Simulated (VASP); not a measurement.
Input of a VASP 6.6.1 run:

INCAR

```
PREC     = Accurate       # precision mode
ENCUT    = 520            # plane-wave cutoff, eV
EDIFF    = 1E-6           # SCF threshold, eV
ISMEAR   = 0              # smearing method
SIGMA    = 0.05           # smearing width, eV
LREAL    = False          # projectors in reciprocal space
LASPH    = True           # aspherical terms in the spheres
NELM     = 100            # most SCF steps
ALGO     = Normal         # electronic algorithm
ISIF     = 2              # what is computed and relaxed
LWAVE    = False          # write WAVECAR
LCHARG   = True           # write CHGCAR
GGA      = CA             # functional
LELF     = True           # ELF
LVHAR    = True         
NBANDS   = 36             # bands
```

Contents of KPOINTS:

```
Automatic mesh
0
Gamma
  12 12 2
```

The input POSCAR:

```
C
1.0
    2.4921382545      0.0000000000      0.0000000000
   -1.2460691272      2.1582550381      0.0000000000
    0.0000000000      0.0000000000     12.9064000000
C
12
Direct
    0.0000000000      0.0000000000      0.1868599868
    0.0000000000      0.0000000000      0.6868599868
    0.0000000000      0.0000000000      0.3131400132
    0.0000000000      0.0000000000      0.8131400132
    0.3333333333      0.6666666667      0.5207718743
    0.6666666667      0.3333333333      0.0207718743
    0.3333333333      0.6666666667      0.9792281257
    0.6666666667      0.3333333333      0.4792281257
    0.3333333333      0.6666666667      0.6450609412
    0.6666666667      0.3333333333      0.1450609412
    0.3333333333      0.6666666667      0.8549390588
    0.6666666667      0.3333333333      0.3549390588
```

Potentials or basis: VASP PAW LDA potentials, release 64 (C).

Launch:

```bash
$ cat potpaw_LDA.64/C/POTCAR > POTCAR
$ mpirun -np 1 vasp_std > vasp.out
```

Task: Estimate the band gap on the k mesh.

Result: 4.21 eV, direct.

Task: Predict the pressure.

Result: -18.2 GPa.

Stress tensor (GPa, compression positive):
```
 -0.62   0.00   0.00
  0.00  -0.62   0.00
  0.00   0.00 -53.33
```

A k mesh can miss the band edges. Expect the measured gap to be larger: semilocal functionals such as LDA lack the derivative discontinuity.
